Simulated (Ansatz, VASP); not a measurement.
## One calculation of HfO2, two programs

```
CELL_PARAMETERS angstrom
0.00000 2.51935 2.70831
2.51935 0.00000 2.70831
2.51935 2.51935 0.00000
ATOMIC_POSITIONS crystal
Hf 0.00000 0.00000 0.00000
O 0.25000 0.25000 0.25000
O 0.75000 0.75000 0.75000
```

Alike in both runs: task single point; functional PBEsol; k mesh 8 × 8 × 8; occupations gaussian, width 0.05 eV; no spin polarisation.

```csv
,VASP,Ansatz
version,VASP 6.6.1,Ansatz 0.2.0
potentials or method,"VASP PAW PBE potentials, release 64 (Hf_pv, O), cutoff 520 eV","scalar-relativistic, plane waves, PAW"
valence electrons in the cell,22,38
```

|  | VASP | Ansatz | Ansatz less VASP |
| --- | --- | --- | --- |
| gap on the k mesh at the Fermi level (eV) | 2.74 | 2.75 | +0.008 |
| least direct gap on the mesh (eV) | 3.04 | 3.04 | +0.003 |
| pressure (GPa) | -18.8 | -15.7 | +3.06 |
| traceless stress, the component that is largest in VASP (GPa) | -21.34 | -21.02 | +0.323 |

VASP's potentials were made for PBE, not for PBEsol. The functional is the same, so the differences come from potentials, cutoffs and numerics. VASP's potentials hold 22 valence electrons a cell and Ansatz's 38, so a difference there can come from the potentials and not from the codes.

Spin-orbit coupling is off throughout.
